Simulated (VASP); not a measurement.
Here is a VASP 6.6.1 calculation.

The input INCAR:

```
PREC     = Accurate       # precision mode
ENCUT    = 520            # plane-wave cutoff, eV
EDIFF    = 1E-7           # SCF threshold, eV
ISMEAR   = -1             # smearing method
SIGMA    = 0.27211386245988 # smearing width, eV
LREAL    = False          # projectors in reciprocal space
LASPH    = True           # aspherical terms in the spheres
NELM     = 150            # most SCF steps
ALGO     = Normal         # electronic algorithm
ISIF     = 2              # what is computed and relaxed
LWAVE    = False          # write WAVECAR
LCHARG   = False          # write CHGCAR
LNONCOLLINEAR= True           # non-collinear magnetism
MAGMOM   = 0 0 2 0.347 0 1.97 # initial moments
LORBIT   = 11             # projections on sites
LMAXMIX  = 4              # l up to which the mixer works
GGA      = PE             # functional
NBANDS   = 28             # bands
```

Contents of KPOINTS:

```
regular mesh
0
Gamma
  2 2 2
```

File POSCAR:

```
Fe
1.0
    2.8660000000      0.0000000000      0.0000000000
    0.0000000000      2.8660000000      0.0000000000
    0.0000000000      0.0000000000      2.8660000000
Fe
2
Direct
   -0.0034891835      0.0000000000      0.0000000000
    0.5200000000      0.5000000000      0.5000000000
```

Potentials or basis: VASP PAW PBE potentials, release 64 (Fe).

Run with:

```bash
$ cat potpaw_PBE.64/Fe/POTCAR > POTCAR
$ mpirun -np 1 vasp_ncl > vasp.out
```

(1) What does it give for the largest force?

(2) Estimate the band gap on the k mesh.

## Answers

(1) 0.141 eV/Å.

(2) zero (band 16 reaches 6.07 eV, above the bottom of band 17 at 5.64 eV).

Caveat: the k points lie up to 1.10 Å⁻¹ apart.
